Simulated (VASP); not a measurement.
Wanted: the native input for a VASP 6.6.1 run.

| Item | Value |
| --- | --- |
| Task | single point |
| Functional | PBE |
| Potentials or basis | VASP PAW PBE potentials, release 64 (Ga_d, As) |
| Cutoff | 520 eV |
| k mesh | 4 × 4 × 4 |
| Occupations | fermi-dirac, width 0.25852 eV |
| Spin | no spin polarisation |
| Dipole correction | no |
| Further INCAR settings | ALGO = Normal; EDIFF = 1e-06; NBANDS = 16 |

The structure of GaAs lies in POSCAR:

```
GaAs
1.0
    0.0000000000      2.8750910496      2.8750910496
    2.8750910496      0.0000000000      2.8750910496
    2.8750910496      2.8750910496      0.0000000000
Ga As
1 1
Direct
    0.0000000000      0.0000000000      0.0000000000
    0.2500000000      0.2500000000      0.2500000000
```

These files were run (other wordings do the same):

INCAR

```
SYSTEM = GaAs
PREC = Accurate
ENCUT = 520
EDIFF = 1E-6
ISMEAR = -1
SIGMA = 0.2585199978643553
LREAL = .FALSE.
LASPH = .TRUE.
NELM = 100
ALGO = Normal
ISIF = 2
LWAVE = .FALSE.
LCHARG = .FALSE.
GGA = PE
NBANDS = 16
```

KPOINTS

```
regular mesh
0
G
  4 4 4
  0 0 0
```

Potentials or basis: VASP PAW PBE potentials, release 64 (Ga_d, As).

Command:

```console
$ cat potpaw_PBE.64/Ga_d/POTCAR potpaw_PBE.64/As/POTCAR > POTCAR
$ mpirun -np 1 vasp_std > vasp.out
```

Results of the run:

```yaml
Pressure: 0.9 GPa
```

Caveat: the k points lie up to 0.47 Å⁻¹ apart.

Wall time 16 s on 1 thread of AMD EPYC 7R13 Processor (Zen 3), with other jobs on the host, peak memory 0.13 GiB.
